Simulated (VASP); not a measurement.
Input of a VASP 6.6.1 run:

Contents of INCAR:

```
PREC     = Accurate       # precision mode
ENCUT    = 520            # plane-wave cutoff, eV
EDIFF    = 1E-8           # SCF threshold, eV
ISMEAR   = -1             # smearing method
SIGMA    = 0.08           # smearing width, eV
LREAL    = F              # projectors in reciprocal space
LASPH    = T              # aspherical terms in the spheres
NELM     = 100            # most SCF steps
ALGO     = Normal         # electronic algorithm
ISIF     = 2              # what is computed and relaxed
LWAVE    = F              # write WAVECAR
LCHARG   = F              # write CHGCAR
GGA      = CA             # functional
LEFG     = T            
NBANDS   = 20             # bands
```

The input KPOINTS:

```
regular mesh
0
Gamma
  13 13 13
```

The input POSCAR:

```
WS2
1.0
    1.6099690384      0.9295160577      6.2842102968
   -1.6099690384      0.9295160577      6.2842102968
    0.0000000000     -1.8590321154      6.2842102968
W S
1 2
Direct
    0.0000000000      0.0000000000      0.0000000000
    0.7503000000      0.7503000000      0.7503000000
    0.5810000000      0.5810000000      0.5810000000
```

Potentials or basis: VASP PAW LDA potentials, release 64 (W_sv, S).

Command:

```sh
$ cat potpaw_LDA.64/W_sv/POTCAR potpaw_LDA.64/S/POTCAR > POTCAR
$ mpirun -np 1 vasp_std > vasp.out
```

(1) Predict the band gap on the k mesh.

(2) Predict the pressure.

Results:

(1) 1.03 eV (least direct gap 1.94 eV).

(2) -11.6 GPa.

Caveat: the cell stands under tension; without QUAD_EFG the Cq values of the log hold for a quadrupole moment of 1 mb, not for the nuclei; spin-orbit coupling is left out, which moves the levels of the heavy elements; forces of over 1 eV/Å act on the atoms, so gaps and moduli don't describe the material at rest.
